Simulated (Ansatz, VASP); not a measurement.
## One calculation of InWSe3, two programs

```
CELL_PARAMETERS angstrom
2.76472 1.59621 5.84840
-2.76472 1.59621 5.84840
0.00000 -3.19242 5.84840
ATOMIC_POSITIONS crystal
In 0.00000 0.00000 0.00000
W 0.50000 0.50000 0.50000
Se 0.00000 0.00000 0.50000
Se 0.50000 0.00000 0.00000
Se 0.00000 0.50000 0.00000
```

Alike in both runs: task single point; functional PBE; k mesh 6 × 6 × 6; occupations gaussian, width 0.1 eV; no spin polarisation.

|  | VASP | Ansatz |
| --- | --- | --- |
| version | VASP 6.6.1 | Ansatz 0.2.0 |
| potentials or method | VASP PAW PBE potentials, release 64 (In_d, W_sv, Se), cutoff 500 eV | scalar-relativistic, plane waves, PAW |
| valence electrons in the cell | 45 | 75 |

|  | VASP | Ansatz | Ansatz less VASP |
| --- | --- | --- | --- |
| gap on the k mesh at the Fermi level (eV) | none | none | - |
| pressure (GPa) | -0.8 | -0.8 | -0.04 |
| traceless stress, the component that is largest in VASP (GPa) | 1.11 | 1.16 | +0.049 |

A gap of «none» marks a metal or a gap that the smearing closes. VASP's potentials hold 45 valence electrons a cell and Ansatz's 75, so a difference there can come from the potentials and not from the codes.

Spin-orbit coupling is off throughout.
